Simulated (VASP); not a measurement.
# AlIn3Sb2 (P4/mmm) in VASP: further runs, part 2 of 2

VASP 6.6.1.

**4. Relaxation of cell and atoms, PBE**

This run uses another cell than the first one, of 26.38 Å³/atom.

File INCAR:

```
  ALGO = Fast
  EDIFF = 1E-7
  EDIFFG = -0.04
  ENCUT = 600
  GGA = PE
  IBRION = 2
  ISIF = 3
  ISMEAR = 0
  LASPH = T
  LCHARG = F
  LREAL = F
  LWAVE = F
  NELM = 100
  NSW = 90
  PREC = Accurate
  SIGMA = 0.1
```

File KPOINTS:

```
k-points
0
Gamma
  4 4 4
```

File POSCAR:

```
AlIn3Sb2
1.0
    4.7589148100      0.0000000000      0.0000000000
    0.0000000000      4.7589148100      0.0000000000
    0.0000000000      0.0000000000      6.9881605200
Al In Sb
1 3 2
Direct
    0.5000000000      0.5000000000      0.0000000000
    0.5000000000      0.0000000000      0.5000000000
    0.0000000000      0.5000000000      0.5000000000
    0.5000000000      0.5000000000      0.5000000000
    0.5000000000      0.0000000000      0.0000000000
    0.0000000000      0.5000000000      0.0000000000
```

Potentials or basis: VASP PAW PBE potentials, release 64 (Al, In_d, Sb).

Command:

```bash
$ cat potpaw_PBE.64/Al/POTCAR potpaw_PBE.64/In_d/POTCAR potpaw_PBE.64/Sb/POTCAR > POTCAR
$ mpirun -np 1 vasp_std > vasp.out
```

OUTCAR:

```text
EDIFF = 1E-7
   EDIFFG = -0.04
   ENCUT = 600
   GGA = PE
   IBRION = 2
   ISIF = 3
   ISMEAR = 0
   LASPH = T
   LREAL = F
   NELM = 100
   NSW = 90
   PREC = Accurate

 ion  position               nearest neighbor table
   1  0.500  0.500  0.000-   5 2.38   6 2.38   5 2.38   6 2.38   4 3.49   4 3.49
   2  0.500  0.000  0.500-   4 2.38   4 2.38   3 3.37   3 3.37   3 3.37   3 3.37   5 3.49   5 3.49

   3  0.000  0.500  0.500-   4 2.38   4 2.38   2 3.37   2 3.37   2 3.37   2 3.37   6 3.49   6 3.49

   4  0.500  0.500  0.500-   2 2.38   3 2.38   2 2.38   3 2.38   1 3.49   1 3.49
   5  0.500  0.000  0.000-   1 2.38   1 2.38   6 3.37   6 3.37   6 3.37   6 3.37   2 3.49   2 3.49

   6  0.000  0.500  0.000-   1 2.38   1 2.38   5 3.37   5 3.37   5 3.37   5 3.37   3 3.49   3 3.49

  LATTYP: Found a simple tetragonal cell.
 ALAT       =     4.7589148100
 C/A-ratio  =     1.4684357252

  Lattice vectors:

 A1 = (   4.7589148100,   0.0000000000,   0.0000000000)
 A2 = (   0.0000000000,   4.7589148100,   0.0000000000)
 A3 = (   0.0000000000,   0.0000000000,   6.9881605200)

Analysis of symmetry for initial positions (statically):
=====================================================================
 Subroutine PRICEL returns:
 Original cell was already a primitive cell.

 Routine SETGRP: Setting up the symmetry group for a
 simple tetragonal supercell.

 Subroutine GETGRP returns: Found 16 space group operations
 (whereof 16 operations were pure point group operations)
 out of a pool of 16 trial point group operations.

The static configuration has the point symmetry D_4h.

Analysis of symmetry for dynamics (positions and initial velocities):
=====================================================================
 Subroutine PRICEL returns:
 Original cell was already a primitive cell.

 Routine SETGRP: Setting up the symmetry group for a
 simple tetragonal supercell.

 Subroutine GETGRP returns: Found 16 space group operations
 (whereof 16 operations were pure point group operations)
 out of a pool of 16 trial point group operations.

The dynamic configuration has the point symmetry D_4h.

 Subroutine INISYM returns: Found 16 space group operations
 (whereof 16 operations are pure point group operations),
[... 133 lines left out ...]
  volume of cell :      158.26
 maximum number of plane-waves:      5320
 NGX is ok and might be reduce to    40
   NGX = 19   NGY = 19   NGZ = 27

--------------------------------------- Ionic step        1  -------------------------------------------

 number of electron      52.0000023 magnetization

 Free energy of the ion-electron system (eV)
  ---------------------------------------------------
  ext. energy  EPLUGINS =         0.00000000
  ---------------------------------------------------
  free energy    TOTEN  =       -12.00656107 eV

  energy without entropy =      -11.98247998  energy(sigma->0) =      -11.99452052

------------------------ aborting loop because EDIFF is reached ----------------------------------------

  FORCE on cell =-STRESS in cart. coord.  units (eV):
  Direction    XX          YY          ZZ          XY          YZ          ZX
  --------------------------------------------------------------------------------------
  -------------------------------------------------------------------------------------
  Total       38.9283399     38.9283399     -3.0635918      0.0000000     -0.0000000      0.0000000
  in kB      394.0921032    394.0921032    -31.0143542      0.0000000     -0.0000000      0.0000000
  external PRESSURE =     252.3899507 kB  Pullay stress =       0.0000000 kB
[... 101 lines left out ...]
  FREE ENERGIE OF THE ION-ELECTRON SYSTEM (eV)
  ---------------------------------------------------
  free  energy   TOTEN  =       -17.2626194244 eV

  energy  without entropy=      -17.2422236678  energy(sigma->0) =      -17.25242155

[... ionic steps 4 to 10 ...]

--------------------------------------- Ionic step       11  -------------------------------------------

 number of electron      52.0000047 magnetization

 E-fermi :   5.0523     XC(G=0):  -8.8222

 val. band max:        5.0507785069   @ k =   0.2500   0.0000   0.0000
 cond. band min:       5.0916824019   @ k =   0.2500   0.0000   0.2500
 fundamental gap:      0.0409038950
 Fermi energy:         5.0523200940

 k-point     1 :       0.0000    0.0000    0.0000
  band No.  band energies     occupation
      1     -10.1956      2.00000
      2      -9.9894      2.00000
      3      -9.8732      2.00000
      4      -9.7174      2.00000
      5      -9.7174      2.00000
      6      -9.6572      2.00000
[... 680 lines left out ...]
--------------------------------------- Ionic step       13  -------------------------------------------

 number of electron      52.0000008 magnetization

 Free energy of the ion-electron system (eV)
  ---------------------------------------------------
  ext. energy  EPLUGINS =         0.00000000
  ---------------------------------------------------
  free energy    TOTEN  =       -17.78020666 eV

  energy without entropy =      -17.75392615  energy(sigma->0) =      -17.76706640

 E-fermi :   4.7559     XC(G=0):  -8.6793

 val. band max:        4.7508300306   @ k =   0.2500   0.0000   0.0000
 cond. band min:       4.7788169173   @ k =   0.0000   0.0000   0.2500
 fundamental gap:      0.0279868866
 Fermi energy:         4.7559332883

 k-point     1 :       0.0000    0.0000    0.0000
  band No.  band energies     occupation
      1     -10.4468      2.00000
      2     -10.2506      2.00000
      3     -10.1459      2.00000
      4      -9.9946      2.00000
      5      -9.9946      2.00000
      6      -9.9402      2.00000
[... 634 lines left out ...]
  FREE ENERGIE OF THE ION-ELECTRON SYSTEM (eV)
  ---------------------------------------------------
  free  energy   TOTEN  =       -17.7802066611 eV

  energy  without entropy=      -17.7539261457  energy(sigma->0) =      -17.76706640

 reached required accuracy - stopping structural energy minimisation
```

CONTCAR:

```text
AlIn3Sb2
   1.00000000000000
     5.7460172637893656   -0.0000000000000000    0.0000000000000000
    -0.0000000000000000    5.7460172637893656    0.0000000000000000
    -0.0000000000000000    0.0000000000000000    6.0405741443729184
  Al              In              Sb
     1     3     2
Direct
     0.5000000000000000    0.5000000000000000    0.0000000000000000
     0.5000000000000000    0.0000000000000000    0.5000000000000000
     0.0000000000000000    0.5000000000000000    0.5000000000000000
     0.5000000000000000    0.5000000000000000    0.5000000000000000
     0.5000000000000000    0.0000000000000000    0.0000000000000000
     0.0000000000000000    0.5000000000000000    0.0000000000000000

  0.00000000E+00  0.00000000E+00  0.00000000E+00
  0.00000000E+00  0.00000000E+00  0.00000000E+00
  0.00000000E+00  0.00000000E+00  0.00000000E+00
  0.00000000E+00  0.00000000E+00  0.00000000E+00
  0.00000000E+00  0.00000000E+00  0.00000000E+00
  0.00000000E+00  0.00000000E+00  0.00000000E+00
```

It took 21 min on 1 thread of Intel Xeon 6975P-C (Granite Rapids), shared host; peak memory 0.37 GiB.

Results:

- Free energy: -17.7802 eV
- Relaxed volume: 33.24 Å³/atom
- Relaxed cell: a = 5.746 Å, b = 5.746 Å, c = 6.041 Å, α = 90.00°, β = 90.00°, γ = 90.00°
- Space group after relaxing (to 0.1 Å): P4/mmm (No. 123)
- Energy gained by relaxing: 962.3 meV/atom
- Ionic steps: 13
- Pressure after relaxing: 0.0 GPa
- Band gap on the k mesh: zero (bands 26 and 27 overlap by 2.21 eV)

Step by step:
```csv
step,energy change (eV),largest force (eV/Å),pressure (GPa),volume (Å³)
1,0.0000,0.0000,25.24,158.26
2,-4.4067,0.0000,-4.62,266.12
3,-5.2561,0.0000,-1.35,215.35
4,-5.2565,0.0000,-1.56,216.90
5,-5.4578,0.0000,-1.01,208.62
6,-5.7026,0.0000,2.19,188.38
7,-5.7010,0.0000,0.71,195.74
8,-5.7197,0.0000,1.15,192.86
9,-5.7217,0.0000,1.58,190.79
10,-5.6831,0.0000,1.16,195.62
11,-5.7456,0.0000,1.29,192.62
12,-5.7720,0.0000,-0.23,201.12
13,-5.7736,0.0000,0.02,199.44
```

Final structure:
```xyz
6
Lattice="5.7460 0.0000 0.0000 0.0000 5.7460 0.0000 0.0000 0.0000 6.0406" Properties=species:S:1:pos:R:3 pbc="T T T"
Al    2.8730    2.8730    0.0000
In    2.8730    0.0000    3.0203
In    0.0000    2.8730    3.0203
In    2.8730    2.8730    3.0203
Sb    2.8730    0.0000    0.0000
Sb    0.0000    2.8730    0.0000
```

Levels at points of the mesh, in eV from the Fermi level:
```tsv
k point	band 23	band 24	band 25	band 26	band 27	band 28	band 29	band 30
(0.00, 0.00, 0.00)	-2.75	-2.03	-0.76	-0.76	-0.01	-0.01	0.68	0.76
(0.50, 0.00, 0.00)	-2.72	-1.23	-1.18	-1.05	-0.38	-0.03	1.77	2.35
(0.50, 0.50, 0.00)	-2.66	-2.66	-1.48	-0.04	0.46	1.17	2.36	2.36
(0.00, 0.00, 0.50)	-1.92	-1.91	-1.91	0.33	0.33	0.43	0.97	2.49
(0.50, 0.00, 0.50)	-1.50	-0.86	-0.80	0.70	1.00	1.07	1.20	1.72
(0.50, 0.50, 0.50)	-0.89	0.17	1.29	1.29	1.45	1.75	2.62	2.62
```

Caveat: the volume moved by over 15 % at a fixed basis, so the end points are rough; spin-orbit coupling is left out, which moves the levels of the heavy elements.

**5. Single point, PBE**

This run uses another cell than the first one, of 33.15 Å³/atom.

File INCAR:

```
SYSTEM = AlIn3Sb2
PREC = Accurate
ENCUT = 520
EDIFF = 1E-6
ISMEAR = 0
SIGMA = 0.1
LREAL = .FALSE.
LASPH = .TRUE.
NELM = 100
ALGO = Fast
ISIF = 2
LWAVE = .FALSE.
LCHARG = .TRUE.
GGA = PE
LELF = .TRUE.
LVHAR = .TRUE.
NBANDS = 35
```

File KPOINTS:

```
Automatic mesh
0
G
  8 8 6
  0 0 0
```

Changes to POSCAR since step 4:

```diff
@@ -2,5 +2,5 @@
 1.0
-    4.7589148100      0.0000000000      0.0000000000
-    0.0000000000      4.7589148100      0.0000000000
-    0.0000000000      0.0000000000      6.9881605200
+    5.7315863931      0.0000000000      0.0000000000
+    0.0000000000      5.7315863931      0.0000000000
+    0.0000000000      0.0000000000      6.0550707769
 Al In Sb
```

Command:

```bash
$ cat potpaw_PBE.64/Al/POTCAR potpaw_PBE.64/In_d/POTCAR potpaw_PBE.64/Sb/POTCAR > POTCAR
$ mpirun -np 1 vasp_std > vasp.out
```

Wall time 5 min (1 thread of Intel Xeon 6975P-C (Granite Rapids), shared host); peak memory 0.57 GiB.

Results (log left out):

| Property | Result |
| --- | --- |
| Free energy | -17.6318 eV |
| Pressure | 0.0 GPa |
| Band gap on the k mesh | zero (bands 26 and 27 overlap by 2.00 eV) |

Levels at points of the mesh, in eV from the Fermi level:
```tsv
k point	band 24	band 25	band 26	band 27	band 28	band 29
(0.00, 0.00, 0.00)	-1.99	-0.76	-0.76	0.05	0.05	0.71
(0.50, 0.00, 0.00)	-1.17	-1.13	-1.03	-0.38	-0.01	1.80
(0.50, 0.50, 0.00)	-2.63	-1.49	0.00	0.45	1.25	2.39
(0.00, 0.00, 0.50)	-1.89	-1.87	0.39	0.39	0.39	0.93
(0.50, 0.00, 0.50)	-0.81	-0.75	0.72	1.00	1.04	1.22
(0.50, 0.50, 0.50)	0.20	1.29	1.29	1.53	1.77	2.62
```

Caveat: spin-orbit coupling is left out, which moves the levels of the heavy elements.

**6. Overview**

| task | cell | k mesh | cutoff (eV) | gap on the mesh (eV) | pressure (GPa) |
| --- | --- | --- | --- | --- | --- |
| single point | a = 5.747, b = 5.747, c = 6.047 Å, 6 atoms | 4 × 4 × 4 | 520 | none | -0.1 |
| single point | a = 4.759, b = 4.759, c = 6.988 Å, 6 atoms | 4 × 4 × 4 | 520 | none | 25.2 |
| relaxation of cell and atoms | relaxed from a = 4.759, b = 4.759, c = 6.988 Å, 6 atoms | 4 × 4 × 4 | 600 | none | 0.0 |
| single point | a = 5.732, b = 5.732, c = 6.055 Å, 6 atoms | 8 × 8 × 6 | 520 | none | 0.0 |

Alike in all rows: level PBE; potentials or basis VASP PAW PBE potentials, release 64 (Al, In_d, Sb); no spin polarisation; smearing gaussian 0.1 eV.

Caveats: spin-orbit coupling is left out, which moves the levels of the heavy elements; the cell stands under pressure (at least some runs); the volume moved by over 15 % at a fixed basis, so the end points are rough (at least some runs).

Total energies depend on the potentials used, so only differences within one code and one set of settings carry meaning.
